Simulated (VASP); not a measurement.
Write the native input for VASP 6.6.1 that does the following.

```yaml
Task: single point
Functional: BLYP
Potentials_or_basis: VASP PAW PBE potentials, release 64 (Pb_d, Te)
Cutoff: 520 eV
k_mesh: 7 × 7 × 7
Occupations: fermi-dirac, width 0.05 eV
Spin: no spin polarisation
Dipole_correction: no
Further_INCAR_settings: ALGO = Normal; EDIFF = 1e-06; NBANDS = 17
```

The structure of TePb lies in POSCAR:

```
TePb
1.0
    0.0000000000      3.2735180337      3.2735180337
    3.2735180337      0.0000000000      3.2735180337
    3.2735180337      3.2735180337      0.0000000000
Pb Te
1 1
Direct
    0.0000000000      0.0000000000      0.0000000000
    0.5000000000      0.5000000000      0.5000000000
```

These files were run (other wordings do the same):

INCAR

```
SYSTEM = TePb
AGGAC = 1.0
AGGAX = 1.0
ALDAC = 0.0
ALDAX = 1.0
ALGO = Normal
EDIFF = 1E-6
ENCUT = 520
GGA = B5
ISIF = 2
ISMEAR = -1
LASPH = .True.
LCHARG = .True.
LELF = .True.
LREAL = .False.
LVHAR = .True.
LWAVE = .False.
NBANDS = 17
NELM = 100
PREC = Accurate
SIGMA = 0.05
```

KPOINTS

```
k-points
0
Gamma
  7 7 7
  0 0 0
```

Potentials or basis: VASP PAW PBE potentials, release 64 (Pb_d, Te).

Launch:

```console
$ cat potpaw_PBE.64/Pb_d/POTCAR potpaw_PBE.64/Te/POTCAR > POTCAR
$ mpirun -np 1 vasp_std > vasp.out
```

Results of the run:

| Quantity | Value |
| --- | --- |
| Pressure | 3.5 GPa |

Caveat: the PAW data sets were made with another functional, which shifts forces and pressure a little.

It took 49 s on 1 thread of AMD EPYC 7R43 64-Core Processor (Zen 3), on a shared host, peak memory 0.17 GiB.
